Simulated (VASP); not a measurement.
# O (R-3m) in VASP: a series of runs, part 3 of 3

VASP 6.6.1.

**5. Single point, LDA**

This run uses another cell than the first one, of 18.50 Å³/atom.

Input file INCAR:

```
SYSTEM = O
  PREC = Accurate
  ENCUT = 520
  EDIFF = 1E-6
  ISMEAR = 0
  SIGMA = 0.05
  LREAL = .FALSE.
  LASPH = .TRUE.
  NELM = 100
  ALGO = Normal
  ISIF = 2
  LWAVE = .FALSE.
  LCHARG = .FALSE.
  GGA = CA
  NBANDS = 13
```

Input file KPOINTS:

```
Automatic mesh
0
G
  9 9 9
  0 0 0
```

Input file POSCAR:

```
O
1.0
    1.6860405984      0.9734359934      3.7567154704
   -1.6860405984      0.9734359934      3.7567154704
    0.0000000000     -1.9468719867      3.7567154704
O
2
Direct
    0.0546147200      0.0546147200      0.0546147200
    0.9453852800      0.9453852800      0.9453852800
```

Potentials or basis: VASP PAW LDA potentials, release 64 (O).

On the command line:

```sh
cat potpaw_LDA.64/O/POTCAR > POTCAR
mpirun -np 1 vasp_std > vasp.out
```

OUTCAR:

```text
SYSTEM = O
   PREC = Accurate
   ENCUT = 520
   EDIFF = 1E-6
   ISMEAR = 0
   LREAL = .FALSE.
   LASPH = .TRUE.
   NELM = 100
   ISIF = 2
   GGA = CA

 ion  position               nearest neighbor table
   1  0.055  0.055  0.055-   2 1.23
   2  0.945  0.945  0.945-   1 1.23

  LATTYP: Found a trigonal (rhomboedric) cell.
 ALAT       =     4.2312198783
 COS(alpha) =     0.6824333683

  Lattice vectors:

 A1 = (   1.6860405984,   0.9734359934,   3.7567154704)
 A2 = (  -1.6860405984,   0.9734359934,   3.7567154704)
 A3 = (   0.0000000000,  -1.9468719867,   3.7567154704)

Analysis of symmetry for initial positions (statically):
=====================================================================
 Subroutine PRICEL returns:
 Original cell was already a primitive cell.

 Routine SETGRP: Setting up the symmetry group for a
 trigonal (rhombohedral) supercell.

 Subroutine GETGRP returns: Found 12 space group operations
 (whereof 12 operations were pure point group operations)
 out of a pool of 12 trial point group operations.

The static configuration has the point symmetry D_3d.

Analysis of symmetry for dynamics (positions and initial velocities):
=====================================================================
 Subroutine PRICEL returns:
 Original cell was already a primitive cell.

 Routine SETGRP: Setting up the symmetry group for a
 trigonal (rhombohedral) supercell.

 Subroutine GETGRP returns: Found 12 space group operations
 (whereof 12 operations were pure point group operations)
 out of a pool of 12 trial point group operations.

The dynamic configuration has the point symmetry D_3d.

 Subroutine INISYM returns: Found 12 space group operations
 (whereof 12 operations are pure point group operations),
 and found     1 'primitive' translations

----------------------------------------------------------------------------------------

                                     Primitive cell

  volume of cell :      36.9943

  direct lattice vectors                    reciprocal lattice vectors
     1.686040598  0.973435993  3.756715470     0.296552764  0.171214818  0.088729992
    -1.686040598  0.973435993  3.756715470    -0.296552764  0.171214818  0.088729992
     0.000000000 -1.946871987  3.756715470     0.000000000 -0.342429636  0.088729992

  length of vectors
     4.231219878  4.231219878  4.231219878     0.353738699  0.353738699  0.353738699

  position of ions in fractional coordinates (direct lattice)
     0.054614720  0.054614720  0.054614720
     0.945385280  0.945385280  0.945385280

  ion indices of the primitive-cell ions
   primitive index   ion index
                 1           1
                 2           2

----------------------------------------------------------------------------------------

 KPOINTS: Automatic mesh

Automatic generation of k-mesh.
 Grid dimensions read from file:
 generate k-points for:    9    9    9

 Generating k-lattice:

  Cartesian coordinates                     Fractional coordinates (reciprocal lattice)
     0.032950307  0.019023869  0.009858888     0.111111111  0.000000000  0.000000000
    -0.032950307  0.019023869  0.009858888     0.000000000  0.111111111  0.000000000
     0.000000000 -0.038047737  0.009858888     0.000000000  0.000000000  0.111111111

  Length of vectors
     0.039304300  0.039304300  0.039304300

  Shift w.r.t. Gamma in fractional coordinates (k-lattice)
     0.000000000  0.000000000  0.000000000

 Subroutine IBZKPT returns following result:
 ===========================================

 Found     85 irreducible k-points:

 Following reciprocal coordinates:
            Coordinates               Weight
  0.000000  0.000000  0.000000      1.000000
  0.111111  0.000000  0.000000      6.000000
  0.222222  0.000000  0.000000      6.000000
  0.333333  0.000000  0.000000      6.000000
  0.444444  0.000000  0.000000      6.000000
  0.111111  0.111111  0.000000      6.000000
[... 16 lines left out ...]
 -0.333333  0.333333  0.000000      6.000000
  0.444444  0.444444 -0.000000      6.000000
 [... further k-points ...]
   k-points           NKPTS =     85   k-points in BZ     NKDIM =     85   number of bands    NBANDS=     13
   number of dos      NEDOS =    301   number of ions     NIONS =      2
   total plane-waves  NPLWV =  32768
   dimension x,y,z NGX =    32 NGY =   32 NGZ =   32
   dimension x,y,z NGXF=    64 NGYF=   64 NGZF=   64
   ions per type =               2
   NGX,Y,Z   is equivalent  to a cutoff of  12.57, 12.57, 12.57 a.u.
   NGXF,Y,Z  is equivalent  to a cutoff of  25.15, 25.15, 25.15 a.u.
 SYSTEM =  O
   PREC   = accura    normal or accurate (medium, high low for compatibility)
   ISTART =      0    job   : 0-new  1-cont  2-samecut
   ICHARG =      2    charge: 1-file 2-atom 10-const
   ISPIN  =      1    spin polarized calculation?
   LNONCOLLINEAR =      F non collinear calculations
   LSORBIT =      F    spin-orbit coupling
   LASPH  =      T    aspherical Exc in radial PAW
   ENCUT  =  520.0 eV  38.22 Ry    6.18 a.u.   7.87  7.87  7.87*2*pi/ulx,y,z
   NELM   =    100;   NELMIN=  2; NELMDL= -5     # of ELM steps
   EDIFF  = 0.1E-05   stopping-criterion for ELM
   LREAL  =      F    real-space projection
   EDIFFG = 0.1E-04   stopping-criterion for IOM
   NSW    =      0    number of steps for IOM
   IBRION =     -1    ionic relax: 0-MD 1-quasi-New 2-CG
   NFREE  =      0    steps in history (QN), initial steepest desc. (CG)
   ISIF   =      2    stress and relaxation
   ISYM   =      2    0-nonsym 1-usesym 2-fastsym
   POTIM  = 0.5000    time-step for ionic-motion
   TEBEG  =    0.0;   TEEND  =   0.0 temperature during run
   PSTRESS=    0.0 pullay stress
   NELECT =      12.0000    total number of electrons
   NUPDOWN=      -1.0000    fix difference up-down
   EMIN   =  10.00;   EMAX   =-10.00  energy-range for DOS
   EFERMI =   0.00;   METHOD = LEGACY
   ISMEAR =     0;   SIGMA  =   0.05  broadening in eV -4-tet -1-fermi 0-gaus
   EFERMI_NEDOS =   21; number of points for ismear=-14 and -15
   IALGO  =     38    algorithm
   IMIX   =      4    mixing-type and parameters
     AMIX     =   0.40;   BMIX     =  1.00
     AMIX_MAG =   1.60;   BMIX_MAG =  1.00
  volume/ion in A,a.u.               =      18.50       124.82
  Fermi-wavevector in a.u.,A,eV,Ry     =   1.124839  2.125637 17.214936  1.265262
  Thomas-Fermi vector in A             =   2.261513
   LORBIT       =      0    0 simple, 1 ext, 2 COOP (PROOUT), +10 PAW based schemes
   GGA     = CA    functional components
   LHFCALC =     F    Hartree Fock is set to
   AEXX    =    0.0000 exact exchange contribution
   IVDW    =     0    specifies the selected vdW correction
   LEPSILON=     F    determine dielectric tensor
   LRPA    =     F    only Hartree local field effects (RPA)
 non-spin polarized calculation
 Gauss-broadening in eV      SIGMA  =   0.05
  energy-cutoff  :      520.00
  volume of cell :       36.99
 maximum number of plane-waves:      1013
   NGX = 15   NGY = 15   NGZ = 15

 number of electron      11.9999994 magnetization

 Free energy of the ion-electron system (eV)
  ---------------------------------------------------
  ext. energy  EPLUGINS =         0.00000000
  ---------------------------------------------------
  free energy    TOTEN  =       -10.01795170 eV

  energy without entropy =      -10.01129221  energy(sigma->0) =      -10.01462195

 E-fermi :  -2.4954     XC(G=0):  -7.8137

 val. band max:       -2.4992006384   @ k =  -0.3333   0.3333   0.1111
 cond. band min:      -2.4926081481   @ k =   0.2222   0.0000   0.0000
 fundamental gap:      0.0065924903
 Fermi energy:        -2.4954014671

 k-point     1 :       0.0000    0.0000    0.0000
  band No.  band energies     occupation
      1     -28.5478      2.00000
      2     -15.9145      2.00000
      3     -10.1727      2.00000
      4      -8.7084      2.00000
      5      -8.7084      2.00000
      6      -2.2905      0.00000
      7      -2.2905      0.00000
      8       3.5847      0.00000
      9       7.4151      0.00000
     10      10.4053      0.00000
     11      12.6520      0.00000
     12      15.0333      0.00000
     13      15.0333      0.00000
[... 353 lines left out ...]
 k-point    24 :       0.4444    0.4444   -0.0000
  band No.  band energies     occupation
      1     -28.4533      2.00000
      2     -16.0456      2.00000
      3      -9.5637      2.00000
      4      -9.3279      2.00000
      5      -8.9609      2.00000
      6      -3.0494      2.00000
      7      -2.2050      0.00000
      8       5.7636      0.00000
      9       7.4757      0.00000
     10       9.2688      0.00000
     11       9.7970      0.00000
     12      12.5547      0.00000
     13      15.0405      0.00000

 [... further k-points ...]
[... 5 lines left out ...]
  --------------------------------------------------------------------------------------
  -------------------------------------------------------------------------------------
  Total       -1.2790056     -1.2790056     -1.4260282      0.0000000     -0.0000000      0.0000000
  in kB      -55.3921269    -55.3921269    -61.7594938      0.0000000     -0.0000000      0.0000000
  external PRESSURE =     -57.5145825 kB  Pullay stress =       0.0000000 kB

 VOLUME and BASIS-vectors are now :
 -----------------------------------------------------------------------------
  energy-cutoff  :      520.00
  volume of cell :       36.99
      direct lattice vectors                 reciprocal lattice vectors
     1.686040598  0.973435993  3.756715470     0.296552764  0.171214818  0.088729992
    -1.686040598  0.973435993  3.756715470    -0.296552764  0.171214818  0.088729992
     0.000000000 -1.946871987  3.756715470     0.000000000 -0.342429636  0.088729992

 POSITION                                       TOTAL-FORCE (eV/Angst)
 -----------------------------------------------------------------------------------
      0.00000      0.00000      0.61552         0.000000     -0.000000     -0.723760
      0.00000      0.00000     10.65463         0.000000      0.000000      0.723760
 -----------------------------------------------------------------------------------
    total drift:                               -0.000000     -0.000000      0.000000

  FREE ENERGIE OF THE ION-ELECTRON SYSTEM (eV)
  ---------------------------------------------------
  free  energy   TOTEN  =       -10.0179516988 eV

  energy  without entropy=      -10.0112922067  energy(sigma->0) =      -10.01462195
```

OSZICAR:

```text
N       E                     dE             d eps       ncg     rms          rms(c)
DAV:   1     0.417757340121E+02    0.41776E+02   -0.57892E+03  2250   0.801E+02
DAV:   2    -0.821899862259E+01   -0.49995E+02   -0.48234E+02  2890   0.172E+02
DAV:   3    -0.103092127365E+02   -0.20902E+01   -0.20199E+01  2520   0.328E+01
DAV:   4    -0.103182574056E+02   -0.90447E-02   -0.90410E-02  2510   0.261E+00
DAV:   5    -0.103183006000E+02   -0.43194E-04   -0.43194E-04  2500   0.175E-01    0.433E+00
DAV:   6    -0.100766855761E+02    0.24162E+00   -0.19097E-01  2575   0.403E+00    0.227E+00
DAV:   7    -0.100167006946E+02    0.59985E-01   -0.17668E-01  2550   0.375E+00    0.430E-01
DAV:   8    -0.100179621593E+02   -0.12615E-02   -0.17262E-02  2245   0.101E+00    0.677E-02
DAV:   9    -0.100179483651E+02    0.13794E-04   -0.14795E-04  2650   0.111E-01    0.245E-02
DAV:  10    -0.100179508761E+02   -0.25110E-05   -0.17547E-05  2330   0.351E-02    0.749E-03
DAV:  11    -0.100179520998E+02   -0.12237E-05   -0.38219E-06  2465   0.170E-02    0.548E-03
DAV:  12    -0.100179516988E+02    0.40098E-06   -0.66204E-07  1170   0.772E-03
   1 F= -.10017952E+02 E0= -.10014622E+02  d E =-.665949E-02
```

It took 11 s on 1 thread of Intel Xeon 6975P-C (Granite Rapids), shared host; peak memory 0.16 GiB.

What came out:

| Item | Value |
| --- | --- |
| Free energy | -10.0180 eV |
| Pressure | -5.8 GPa |
| Largest force | 0.724 eV/Å |
| Band gap on the k mesh | zero (bands 6 and 7 overlap by 0.50 eV) |

Forces in eV/Å, atoms in the order of the input:
```
O    0.000  0.000 -0.724
O    0.000  0.000  0.724
```

Levels at points of the mesh, in eV from the Fermi level:
```csv
k point,band 3,band 4,band 5,band 6,band 7,band 8,band 9,band 10
"(0.00, 0.00, 0.00)",-7.68,-6.21,-6.21,0.20,0.20,6.08,9.91,12.90
```

Caveat: the standard files for N, O and F lose accuracy on very short bonds; spin is off for a triplet molecule; the cell stands under tension.

**6. Single point, LDA**

This run uses another cell than the first one, of 18.86 Å³/atom.

Input file INCAR:

```
PREC = Accurate
ENCUT = 520
EDIFF = 1E-6
ISMEAR = 0
SIGMA = 0.05
LREAL = False
LASPH = True
NELM = 80
ALGO = Normal
ISIF = 2
LWAVE = False
LCHARG = False
GGA = CA
NBANDS = 13
```

Input file KPOINTS:

```
regular mesh
0
Gamma
  9 9 9
```

Input file POSCAR:

```
O
1.0
    1.6969892208      0.9797571834      3.7811104103
   -1.6969892208      0.9797571834      3.7811104103
    0.0000000000     -1.9595143668      3.7811104103
O
2
Direct
    0.0546147200      0.0546147200      0.0546147200
    0.9453852800      0.9453852800      0.9453852800
```

Potentials or basis: VASP PAW LDA potentials, release 64 (O).

On the command line:

```sh
cat potpaw_LDA.64/O/POTCAR > POTCAR
mpirun -np 1 vasp_std > vasp.out
```

Wall time 11 s (1 thread of Intel Xeon 6975P-C (Granite Rapids), shared host); peak memory 0.15 GiB.

It converged, with:

```
Free energy            : -9.9913 eV
Pressure               : -6.5 GPa
Largest force          : 1.270 eV/Å
Band gap on the k mesh : zero (bands 6 and 7 overlap by 0.48 eV)
```

Forces in eV/Å, atoms in the order of the input:
```
O    0.000  0.000 -1.270
O    0.000  0.000  1.270
```

Stress tensor (GPa, compression positive):
```
-5.31  0.00  0.00
 0.00 -5.31  0.00
 0.00  0.00 -8.96
```

Levels at points of the mesh, in eV from the Fermi level:
```
           k point  band 2  band 3  band 4  band 5  band 6  band 7  band 8  band 9  band 10  band 11
(0.00, 0.00, 0.00)  -13.43   -7.57   -6.09   -6.09    0.20    0.20    6.08    9.69    12.87    15.04
```

Caveat: the standard files for N, O and F lose accuracy on very short bonds; spin is off for a triplet molecule; the cell stands under tension; forces of over 1 eV/Å act on the atoms, so gaps and moduli don't describe the material at rest.

**7. Overview**

```csv
level,potentials or basis,cell,smearing,gap on the mesh (eV),pressure (GPa),largest force (eV/Å)
PBE,"VASP PAW PBE potentials, release 64 (O)","a = 4.203 Å, angles 47.0°, 2 atoms",fermi-dirac 0.05 eV,none,-1.2,0.74
PBEsol+D4,"VASP PAW PBE potentials, release 64 (O)","a = 4.203 Å, angles 47.0°, 2 atoms",tetrahedron,none,-2.9,0.29
LDA,"VASP PAW LDA potentials, release 64 (O)","a = 4.203 Å, angles 47.0°, 2 atoms",gaussian 0.05 eV,none,-4.9,0.14
LDA,"VASP PAW LDA potentials, release 64 (O)","a = 4.231 Å, angles 47.0°, 2 atoms",gaussian 0.05 eV,none,-5.8,0.72
LDA,"VASP PAW LDA potentials, release 64 (O)","a = 4.259 Å, angles 47.0°, 2 atoms",gaussian 0.05 eV,none,-6.5,1.27
```

Alike in all rows: task single point; no spin polarisation; k mesh 9 × 9 × 9; cutoff (eV) 520.

Caveats: the standard files for N, O and F lose accuracy on very short bonds; spin is off for a triplet molecule; the cell stands under tension (at least some runs); this functional lacks dispersion, which holds the molecules together, so the pressure and a relaxed volume are unreliable (at least some runs); the PAW data sets were made with another functional, which shifts forces and pressure a little (at least some runs); forces of over 1 eV/Å act on the atoms, so gaps and moduli don't describe the material at rest (at least some runs).

Total energies depend on the potentials used, so only differences within one code and one set of settings carry meaning.
